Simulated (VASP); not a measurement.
Set up this calculation in VASP 6.6.1, as the native input.

```yaml
Task: density of states
Functional: PBEsol
Potentials_or_basis: VASP PAW PBE potentials, release 64 (N)
Cutoff: 520 eV
k_mesh: 10 × 10 × 5
Occupations: fermi-dirac, width 0.02 eV
Spin: no spin polarisation
Dipole_correction: no
k_mesh_for_the_DOS: 15 × 15 × 8
Occupations_for_the_DOS: tetrahedron
Further_INCAR_settings: ALGO = Normal; EDIFF = 1e-07
```

The system is N.

```
N
1.0
     3.62900    0.00000    0.00000
    -1.81450    3.14281    0.00000
     0.00000    0.00000    5.89000
N
2
Direct
  0.33333 0.66667 0.25000
  0.66667 0.33333 0.75000
```

These files were run (other wordings do the same):

POSCAR

```
N
1.0
    3.6290016496      0.0000000000      0.0000000000
   -1.8145008248      3.1428076190      0.0000000000
    0.0000000000      0.0000000000      5.8900000000
N
2
Direct
    0.3333333333      0.6666666667      0.2500000000
    0.6666666667      0.3333333333      0.7500000000
```

INCAR.step1

```
SYSTEM = N
PREC = Accurate
ENCUT = 520
EDIFF = 1E-7
ISMEAR = -1
SIGMA = 0.02
LREAL = .FALSE.
LASPH = .TRUE.
NELM = 100
ALGO = Normal
ISIF = 2
LWAVE = .FALSE.
LCHARG = .TRUE.
GGA = PS
NBANDS = 12
```

KPOINTS.step1

```
Automatic mesh
0
G
  10 10 5
  0 0 0
```

INCAR.step2

```
SYSTEM = N
PREC = Accurate
ENCUT = 520
EDIFF = 1E-7
ISMEAR = -5
SIGMA = 0.02
LREAL = .FALSE.
LASPH = .TRUE.
NELM = 100
ALGO = Normal
ISIF = 2
LWAVE = .FALSE.
LCHARG = .FALSE.
GGA = PS
LORBIT = 11
NEDOS = 2001
ICHARG = 11
```

KPOINTS.step2

```
Automatic mesh
0
G
  15 15 8
  0 0 0
```

Potentials or basis: VASP PAW PBE potentials, release 64 (N).

The run is started by

```bash
$ cat potpaw_PBE.64/N/POTCAR > POTCAR
$ cp INCAR.step1 INCAR
$ cp KPOINTS.step1 KPOINTS
$ mpirun -np 1 vasp_std > vasp.out
$ cp INCAR.step2 INCAR
$ cp KPOINTS.step2 KPOINTS
$ mpirun -np 1 vasp_std > vasp.out
```

It gave:

```
Valence electrons inside the program's atomic spheres : N 3.16
```

Run time: 50 s on 1 thread of Intel(R) Xeon(R) Platinum 8259CL CPU @ 2.50GHz (Skylake/Cascade Lake) (shared host), peak memory 0.2 GiB.
